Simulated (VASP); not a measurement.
Set up this calculation in VASP 6.6.1, as the native input.

```yaml
Task: single point
Functional: PBE
Potentials_or_basis: VASP PAW PBE potentials, release 64 (Al, O)
Cutoff: 520 eV
k_mesh: 10 × 10 × 10
Occupations: gaussian, width 0.02 eV
Spin: no spin polarisation
Dipole_correction: no
k_mesh_for_the_DOS: 15 × 15 × 15
Occupations_for_the_DOS: tetrahedron
Further_INCAR_settings: ALGO = Normal; EDIFF = 1e-06
```

Crystal: Al2O3.

```
Al O
1.0
    -1.39957    1.86831    4.40195
     1.39957   -1.86831    4.40195
     1.39957    1.86831   -4.40195
Al O
2 3
Cartesian
  0.0000 0.0000 5.7707
  0.0000 0.0000 3.0332
  0.0000 1.8683 0.0000
  1.3996 0.0000 1.7289
  0.0000 1.8683 2.6730
```

One way to write it, as run:

POSCAR

```
Al2O3
1.0
   -1.3995670000      1.8683110000      4.4019491000
    1.3995670000     -1.8683110000      4.4019491000
    1.3995670000      1.8683110000     -4.4019491000
Al O
2 3
Direct
    0.6554750000      0.6554750000      0.0000000000
    0.3445250000      0.3445250000      0.0000000000
    0.5000000000      0.0000000000      0.5000000000
    0.1963840000      0.6963840000      0.5000000000
    0.8036160000      0.3036160000      0.5000000000
```

INCAR.step1

```
  PREC = Accurate
  ENCUT = 520
  EDIFF = 1E-6
  ISMEAR = 0
  SIGMA = 0.02
  LREAL = F
  LASPH = T
  NELM = 60
  ALGO = Normal
  ISIF = 2
  LWAVE = F
  LCHARG = T
  GGA = PE
  NBANDS = 20
```

KPOINTS.step1

```
regular mesh
0
Gamma
  10 10 10
```

INCAR.step2

```
  PREC = Accurate
  ENCUT = 520
  EDIFF = 1E-6
  ISMEAR = -5
  SIGMA = 0.02
  LREAL = F
  LASPH = T
  NELM = 60
  ALGO = Normal
  ISIF = 2
  LWAVE = F
  LCHARG = F
  GGA = PE
  LORBIT = 11
  NEDOS = 1001
  ICHARG = 11
```

KPOINTS.step2

```
regular mesh
0
Gamma
  15 15 15
```

Potentials or basis: VASP PAW PBE potentials, release 64 (Al, O).

Run with:

```bash
$ cat potpaw_PBE.64/Al/POTCAR potpaw_PBE.64/O/POTCAR > POTCAR
$ cp INCAR.step1 INCAR
$ cp KPOINTS.step1 KPOINTS
$ mpirun -np 1 vasp_std > vasp.out
$ cp INCAR.step2 INCAR
$ cp KPOINTS.step2 KPOINTS
$ mpirun -np 1 vasp_std > vasp.out
```

It gave:

- Valence electrons inside the program's atomic spheres: Al 0.69; O 5.13, 5.19 (each value once)

It took 9.3 min on 1 thread of Intel(R) Xeon(R) Platinum 8259CL CPU @ 2.50GHz (Skylake/Cascade Lake) (shared host), peak memory 0.46 GiB.
